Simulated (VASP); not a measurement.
# Te2Mo in VASP: a series of runs

Runs on Te2Mo. Level: r2SCAN. Tasks: single point.

All numbers are computed with VASP 6.6.1; they aren't measurements. Logs are shortened: lines on timing, memory, paths and dates and some standing lists are left out, and cuts for length are marked.

### Step 1. The cell of the first run

The cell holds a slab with vacuum, 3 atoms: a = 3.348 Å, b = 3.348 Å, c = 17.524 Å, α = 90.00°, β = 90.00°, γ = 120.00°.

### Step 2. Single point, r2SCAN (strain -0.0600 x Voigt [1, 1, 0, 0, 0, 0])

POSCAR reads:

```
Te2Mo
1.0
    3.3475808058      0.0000000000      0.0000000000
   -1.6737904029      2.8990900190      0.0000000000
    0.0000000000      0.0000000000     17.5238001931
Te Mo
2 1
Direct
    0.3333333333      0.6666666667      0.8979077081
    0.3333333333      0.6666666667      0.1020922919
    0.0000000000      0.0000000000      0.0000000000
```

INCAR.step1 reads:

```
ALGO = Normal ; EDIFF = 1E-4
ENCUT = 520 ; GGA = PE
ISMEAR = 0 ; LASPH = T
LCHARG = F ; LREAL = F
LWAVE = T ; NBANDS = 20
NELM = 80 ; PREC = Accurate
SIGMA = 0.05
```

INCAR.step2 reads:

```
ALGO = Normal ; EDIFF = 1E-6
ENCUT = 520 ; ISIF = 2
ISMEAR = 0 ; ISTART = 1
LASPH = T ; LCHARG = F
LMIXTAU = T ; LREAL = F
LWAVE = F ; METAGGA = R2SCAN
NBANDS = 20 ; NELM = 80
PREC = Accurate ; SIGMA = 0.05
```

KPOINTS reads:

```
k-points
0
Gamma
  12 12 2
```

Potentials or basis: VASP PAW PBE potentials, release 64 (Te, Mo_sv).

The run is started by

```
cat potpaw_PBE.64/Te/POTCAR potpaw_PBE.64/Mo_sv/POTCAR > POTCAR
cp INCAR.step1 INCAR
mpirun -np 1 vasp_std > vasp.out
cp INCAR.step2 INCAR
mpirun -np 1 vasp_std > vasp.out
```

OUTCAR:

```text
EDIFF = 1E-6
   ENCUT = 520
   ISIF = 2
   ISMEAR = 0
   ISTART = 1
   LASPH = T
   LREAL = F
   METAGGA = R2SCAN
   NELM = 80
   PREC = Accurate

 ion  position               nearest neighbor table
   1  0.333  0.667  0.898-   3 2.63   3 2.63   3 2.63   2 3.58
   2  0.333  0.667  0.102-   3 2.63   3 2.63   3 2.63   1 3.58
   3  0.000  0.000  0.000-   1 2.63   2 2.63   1 2.63   2 2.63   1 2.63   2 2.63

  LATTYP: Found a hexagonal cell.
 ALAT       =     3.3475808058
 C/A-ratio  =     5.2347654051

  Lattice vectors:

 A1 = (   3.3475808058,   0.0000000000,   0.0000000000)
 A2 = (  -1.6737904029,   2.8990900190,   0.0000000000)
 A3 = (   0.0000000000,   0.0000000000,  17.5238001931)

Analysis of symmetry for initial positions (statically):
=====================================================================
 Subroutine PRICEL returns:
 Original cell was already a primitive cell.

 Routine SETGRP: Setting up the symmetry group for a
 hexagonal supercell.

 Subroutine GETGRP returns: Found 12 space group operations
 (whereof 12 operations were pure point group operations)
 out of a pool of 24 trial point group operations.

The static configuration has the point symmetry D_3h.

Analysis of symmetry for dynamics (positions and initial velocities):
=====================================================================
 Subroutine PRICEL returns:
 Original cell was already a primitive cell.

 Routine SETGRP: Setting up the symmetry group for a
 hexagonal supercell.

 Subroutine GETGRP returns: Found 12 space group operations
 (whereof 12 operations were pure point group operations)
 out of a pool of 24 trial point group operations.

The dynamic configuration has the point symmetry D_3h.

 Subroutine INISYM returns: Found 12 space group operations
 (whereof 12 operations are pure point group operations),
 and found     1 'primitive' translations

----------------------------------------------------------------------------------------

                                     Primitive cell

  volume of cell :     170.0674

  direct lattice vectors                    reciprocal lattice vectors
     3.347580806  0.000000000  0.000000000     0.298723185  0.172467911  0.000000000
    -1.673790403  2.899090019  0.000000000     0.000000000  0.344935822  0.000000000
     0.000000000  0.000000000 17.523800193     0.000000000  0.000000000  0.057065248

  length of vectors
     3.347580806  3.347580806 17.523800193     0.344935822  0.344935822  0.057065248

  position of ions in fractional coordinates (direct lattice)
     0.333333333  0.666666667  0.897907708
     0.333333333  0.666666667  0.102092292
     0.000000000  0.000000000  0.000000000

  ion indices of the primitive-cell ions
   primitive index   ion index
                 1           1
                 2           2
                 3           3

----------------------------------------------------------------------------------------

 KPOINTS: k-points

Automatic generation of k-mesh.
 Grid dimensions read from file:
 generate k-points for:   12   12    2

 Generating k-lattice:

  Cartesian coordinates                     Fractional coordinates (reciprocal lattice)
     0.024893599  0.014372326  0.000000000     0.083333333  0.000000000  0.000000000
     0.000000000  0.028744652  0.000000000     0.000000000  0.083333333  0.000000000
     0.000000000  0.000000000  0.028532624     0.000000000  0.000000000  0.500000000

  Length of vectors
     0.028744652  0.028744652  0.028532624

  Shift w.r.t. Gamma in fractional coordinates (k-lattice)
     0.000000000  0.000000000  0.000000000

 Subroutine IBZKPT returns following result:
 ===========================================

 Found     38 irreducible k-points:

 Following reciprocal coordinates:
            Coordinates               Weight
  0.000000  0.000000  0.000000      1.000000
  0.083333  0.000000  0.000000      6.000000
  0.166667  0.000000  0.000000      6.000000
  0.250000  0.000000  0.000000      6.000000
  0.333333  0.000000  0.000000      6.000000
  0.416667  0.000000  0.000000      6.000000
[... 16 lines left out ...]
  0.250000  0.000000  0.500000      6.000000
  0.333333  0.000000  0.500000      6.000000
 [... further k-points ...]
   k-points           NKPTS =     38   k-points in BZ     NKDIM =     38   number of bands    NBANDS=     20
   number of dos      NEDOS =    301   number of ions     NIONS =      3
   total plane-waves  NPLWV = 109760
   dimension x,y,z NGX =    28 NGY =   28 NGZ =  140
   dimension x,y,z NGXF=    56 NGYF=   56 NGZF=  280
   ions per type =               2   1
   NGX,Y,Z   is equivalent  to a cutoff of  13.91, 13.91, 13.28 a.u.
   NGXF,Y,Z  is equivalent  to a cutoff of  27.81, 27.81, 26.56 a.u.
 SYSTEM =  unknown system
   PREC   = accura    normal or accurate (medium, high low for compatibility)
   ISTART =      1    job   : 0-new  1-cont  2-samecut
   ICHARG =      0    charge: 1-file 2-atom 10-const
   ISPIN  =      1    spin polarized calculation?
   LNONCOLLINEAR =      F non collinear calculations
   LSORBIT =      F    spin-orbit coupling
   LASPH  =      T    aspherical Exc in radial PAW
   ENCUT  =  520.0 eV  38.22 Ry    6.18 a.u.   6.22  6.22 32.58*2*pi/ulx,y,z
   NELM   =     80;   NELMIN=  2; NELMDL=  0     # of ELM steps
   EDIFF  = 0.1E-05   stopping-criterion for ELM
   LREAL  =      F    real-space projection
   EDIFFG = 0.1E-04   stopping-criterion for IOM
   NSW    =      0    number of steps for IOM
   IBRION =     -1    ionic relax: 0-MD 1-quasi-New 2-CG
   NFREE  =      0    steps in history (QN), initial steepest desc. (CG)
   ISIF   =      2    stress and relaxation
   ISYM   =      2    0-nonsym 1-usesym 2-fastsym
   POTIM  = 0.5000    time-step for ionic-motion
   TEBEG  =    0.0;   TEEND  =   0.0 temperature during run
   PSTRESS=    0.0 pullay stress
   NELECT =      26.0000    total number of electrons
   NUPDOWN=      -1.0000    fix difference up-down
   EMIN   =  10.00;   EMAX   =-10.00  energy-range for DOS
   EFERMI =   0.00;   METHOD = LEGACY
   ISMEAR =     0;   SIGMA  =   0.05  broadening in eV -4-tet -1-fermi 0-gaus
   EFERMI_NEDOS =   21; number of points for ismear=-14 and -15
   IALGO  =     38    algorithm
   IMIX   =      4    mixing-type and parameters
     AMIX     =   0.40;   BMIX     =  1.00
     AMIX_MAG =   1.60;   BMIX_MAG =  1.00
  volume/ion in A,a.u.               =      56.69       382.56
  Fermi-wavevector in a.u.,A,eV,Ry     =   0.875371  1.654212 10.425801  0.766275
  Thomas-Fermi vector in A             =   1.995033
   LORBIT       =      0    0 simple, 1 ext, 2 COOP (PROOUT), +10 PAW based schemes
   METAGGA = R2SCAN    functional components
   LHFCALC =     F    Hartree Fock is set to
   AEXX    =    0.0000 exact exchange contribution
   IVDW    =     0    specifies the selected vdW correction
   LEPSILON=     F    determine dielectric tensor
   LRPA    =     F    only Hartree local field effects (RPA)
 non-spin polarized calculation
 Gauss-broadening in eV      SIGMA  =   0.05
  energy-cutoff  :      520.00
  volume of cell :      170.07
 maximum number of plane-waves:      4637
 NGX is ok and might be reduce to    28
   NGX = 13   NGY = 13   NGZ = 65

 number of electron      26.0000001 magnetization

 Free energy of the ion-electron system (eV)
  ---------------------------------------------------
  ext. energy  EPLUGINS =         0.00000000
  ---------------------------------------------------
  free energy    TOTEN  =       -77.35335215 eV

  energy without entropy =      -77.35335215  energy(sigma->0) =      -77.35335215

 E-fermi :   1.1321     XC(G=0):  -5.0711

 val. band max:        0.7126502592   @ k =   0.5000   0.0000   0.5000
 cond. band min:       2.1249495152   @ k =   0.2500   0.1667   0.0000
 fundamental gap:      1.4122992560
 Fermi energy:         1.1320839306

 k-point     1 :       0.0000    0.0000    0.0000
  band No.  band energies     occupation
      1     -61.6988      2.00000
      2     -35.2856      2.00000
      3     -34.9960      2.00000
      4     -34.9960      2.00000
      5     -13.2785      2.00000
      6     -12.1466      2.00000
[... 12 lines left out ...]
     19       5.7562      0.00000
     20       6.6506      0.00000

 k-point     2 :       0.0833    0.0000    0.0000
  band No.  band energies     occupation
      1     -61.6972      2.00000
      2     -35.2815      2.00000
      3     -35.0132      2.00000
      4     -34.9999      2.00000
      5     -13.1527      2.00000
      6     -12.0599      2.00000
[... 12 lines left out ...]
     19       5.8920      0.00000
     20       6.7808      0.00000

 k-point     3 :       0.1667    0.0000    0.0000
  band No.  band energies     occupation
      1     -61.6930      2.00000
      2     -35.2704      2.00000
      3     -35.0598      2.00000
      4     -35.0105      2.00000
      5     -12.7846      2.00000
      6     -11.8060      2.00000
[... 12 lines left out ...]
     19       6.2890      0.00000
     20       7.1004      0.00000

 k-point     4 :       0.2500    0.0000    0.0000
  band No.  band energies     occupation
      1     -61.6872      2.00000
      2     -35.2553      2.00000
      3     -35.1228      2.00000
      4     -35.0250      2.00000
      5     -12.2059      2.00000
      6     -11.4083      2.00000
[... 12 lines left out ...]
     19       6.8947      0.00000
     20       7.5779      0.00000

 k-point     5 :       0.3333    0.0000    0.0000
  band No.  band energies     occupation
      1     -61.6814      2.00000
      2     -35.2401      2.00000
      3     -35.1852      2.00000
      4     -35.0394      2.00000
      5     -11.4858      2.00000
      6     -10.9230      2.00000
[... 12 lines left out ...]
     19       7.3304      0.00000
     20       7.4479      0.00000

 k-point     6 :       0.4167    0.0000    0.0000
  band No.  band energies     occupation
      1     -61.6772      2.00000
      2     -35.2304      2.00000
      3     -35.2290      2.00000
      4     -35.0499      2.00000
      5     -10.7866      2.00000
      6     -10.4757      2.00000
[... 12 lines left out ...]
     19       7.1905      0.00000
     20       7.7987      0.00000

 k-point     7 :       0.5000    0.0000    0.0000
  band No.  band energies     occupation
      1     -61.6756      2.00000
      2     -35.2469      2.00000
      3     -35.2249      2.00000
      4     -35.0537      2.00000
      5     -10.4595      2.00000
      6     -10.2805      2.00000
[... 12 lines left out ...]
     19       7.2651      0.00000
     20       8.0989      0.00000
[... 277 lines left out ...]
 k-point    20 :       0.0000    0.0000    0.5000
  band No.  band energies     occupation
      1     -61.6988      2.00000
      2     -35.2856      2.00000
      3     -34.9960      2.00000
      4     -34.9960      2.00000
      5     -13.2785      2.00000
      6     -12.1466      2.00000
[... 12 lines left out ...]
     19       5.5138      0.00000
     20       6.9188      0.00000

 k-point    21 :       0.0833    0.0000    0.5000
  band No.  band energies     occupation
      1     -61.6972      2.00000
      2     -35.2815      2.00000
      3     -35.0132      2.00000
      4     -34.9999      2.00000
      5     -13.1527      2.00000
      6     -12.0599      2.00000
[... 12 lines left out ...]
     19       5.6778      0.00000
     20       7.0501      0.00000

 k-point    22 :       0.1667    0.0000    0.5000
  band No.  band energies     occupation
      1     -61.6930      2.00000
      2     -35.2704      2.00000
      3     -35.0598      2.00000
      4     -35.0105      2.00000
      5     -12.7846      2.00000
      6     -11.8060      2.00000
[... 12 lines left out ...]
     19       6.0049      0.00000
     20       7.4313      0.00000

 k-point    23 :       0.2500    0.0000    0.5000
  band No.  band energies     occupation
      1     -61.6872      2.00000
      2     -35.2553      2.00000
      3     -35.1228      2.00000
      4     -35.0250      2.00000
      5     -12.2059      2.00000
      6     -11.4083      2.00000
[... 12 lines left out ...]
     19       6.6094      0.00000
     20       7.9372      0.00000

 k-point    24 :       0.3333    0.0000    0.5000
  band No.  band energies     occupation
      1     -61.6814      2.00000
      2     -35.2401      2.00000
      3     -35.1852      2.00000
      4     -35.0394      2.00000
      5     -11.4858      2.00000
      6     -10.9230      2.00000
[... 12 lines left out ...]
     19       7.2488      0.00000
     20       7.4524      0.00000

 [... further k-points ...]
[... 5 lines left out ...]
  --------------------------------------------------------------------------------------
  -------------------------------------------------------------------------------------
  Total        7.0166309      7.0166309      4.9351661      0.0000000      0.0000000      0.0000000
  in kB       66.1025406     66.1025406     46.4933991      0.0000000      0.0000000      0.0000000
  external PRESSURE =      59.5661601 kB  Pullay stress =       0.0000000 kB

 VOLUME and BASIS-vectors are now :
 -----------------------------------------------------------------------------
  energy-cutoff  :      520.00
  volume of cell :      170.07
      direct lattice vectors                 reciprocal lattice vectors
     3.347580806  0.000000000  0.000000000     0.298723185  0.172467911  0.000000000
    -1.673790403  2.899090019  0.000000000     0.000000000  0.344935822  0.000000000
     0.000000000  0.000000000 17.523800193     0.000000000  0.000000000  0.057065248

 POSITION                                       TOTAL-FORCE (eV/Angst)
 -----------------------------------------------------------------------------------
     -0.00000      1.93273     15.73476        -0.000000      0.000000     -1.383818
     -0.00000      1.93273      1.78904        -0.000000      0.000000      1.383818
      0.00000      0.00000      0.00000         0.000000     -0.000000      0.000000
 -----------------------------------------------------------------------------------
    total drift:                                0.000000     -0.000000     -0.000000

  FREE ENERGIE OF THE ION-ELECTRON SYSTEM (eV)
  ---------------------------------------------------
  free  energy   TOTEN  =       -77.3533521487 eV

  energy  without entropy=      -77.3533521487  energy(sigma->0) =      -77.35335215
```

It took 9.9 min on 1 thread of Intel Xeon Platinum 8488C (Sapphire Rapids), shared host; peak memory 0.44 GiB.

What came out:

- Free energy: -77.3534 eV
- Largest force: 1.384 eV/Å
- Band gap on the k mesh: 1.41 eV, indirect (least direct gap 1.65 eV)

Forces on the atoms (eV/Å):
```
Te   0.000  0.000 -1.384
Te   0.000  0.000  1.384
Mo   0.000  0.000  0.000
```

Caveat: the cell differs from its parent crystal (strain -0.0600 x Voigt [1, 1, 0, 0, 0, 0]); the PAW data sets were made with another functional, which shifts forces and pressure a little; spin-orbit coupling is left out, which moves the levels of the heavy elements.

[end of part 1 of 2]
